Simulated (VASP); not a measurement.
Set up this calculation in VASP 6.6.1, as the native input.

* Task: single point
* Functional: r2SCAN
* Potentials or basis: VASP PAW PBE potentials, release 64 (Br, S, K_sv)
* Cutoff: 520 eV
* k mesh: 4 × 4 × 4
* Occupations: gaussian, width 0.01 eV
* Spin: no spin polarisation
* Dipole correction: no
* Further INCAR settings: ALGO = Normal; EDIFF = 1e-06; NBANDS = 28

The system is K3SBr.

```
Br S K
1.0
     6.07194    0.00000    0.00000
     0.00000    6.07194    0.00000
     0.00000    0.00000    6.07194
Br S K
1 1 3
Cartesian
  0.0000 0.0000 0.0000
  3.0360 3.0360 3.0360
  3.0360 3.0360 0.0000
  3.0360 0.0000 3.0360
  0.0000 3.0360 3.0360
```

The input as run:

POSCAR

```
K3SBr
1.0
    6.0719446962      0.0000000000      0.0000000000
    0.0000000000      6.0719446962      0.0000000000
    0.0000000000      0.0000000000      6.0719446962
Br S K
1 1 3
Direct
    0.0000000000      0.0000000000      0.0000000000
    0.5000000000      0.5000000000      0.5000000000
    0.5000000000      0.5000000000      0.0000000000
    0.5000000000      0.0000000000      0.5000000000
    0.0000000000      0.5000000000      0.5000000000
```

INCAR.step1

```
ALGO     = Normal         # electronic algorithm
EDIFF    = 1E-4           # SCF threshold, eV
ENCUT    = 520            # plane-wave cutoff, eV
GGA      = PE             # functional
ISMEAR   = 0              # smearing method
LASPH    = T              # aspherical terms in the spheres
LCHARG   = F              # write CHGCAR
LREAL    = F              # projectors in reciprocal space
LWAVE    = T              # write WAVECAR
NBANDS   = 28             # bands
NELM     = 100            # most SCF steps
PREC     = Accurate       # precision mode
SIGMA    = 0.01           # smearing width, eV
```

INCAR.step2

```
ALGO     = Normal         # electronic algorithm
EDIFF    = 1E-6           # SCF threshold, eV
ENCUT    = 520            # plane-wave cutoff, eV
ISIF     = 2              # what is computed and relaxed
ISMEAR   = 0              # smearing method
ISTART   = 1            
LASPH    = T              # aspherical terms in the spheres
LCHARG   = F              # write CHGCAR
LMIXTAU  = T            
LREAL    = F              # projectors in reciprocal space
LWAVE    = F              # write WAVECAR
METAGGA  = R2SCAN         # meta-GGA
NBANDS   = 28             # bands
NELM     = 100            # most SCF steps
PREC     = Accurate       # precision mode
SIGMA    = 0.01           # smearing width, eV
```

KPOINTS

```
k-points
0
Gamma
  4 4 4
```

Potentials or basis: VASP PAW PBE potentials, release 64 (Br, S, K_sv).

Command:

```sh
$ cat potpaw_PBE.64/Br/POTCAR potpaw_PBE.64/S/POTCAR potpaw_PBE.64/K_sv/POTCAR > POTCAR
$ cp INCAR.step1 INCAR
$ mpirun -np 1 vasp_std > vasp.out
$ cp INCAR.step2 INCAR
$ mpirun -np 1 vasp_std > vasp.out
```

Results of the run:

```yaml
Pressure: -0.7 GPa
Band_gap_on_the_k_mesh: 2.13 eV
```

Caveat: the PAW data sets were made with another functional, which shifts forces and pressure a little.

Run time: 2.9 min on 1 thread of Intel(R) Xeon(R) 6975P-C (Granite Rapids), on a shared host, peak memory 0.38 GiB.
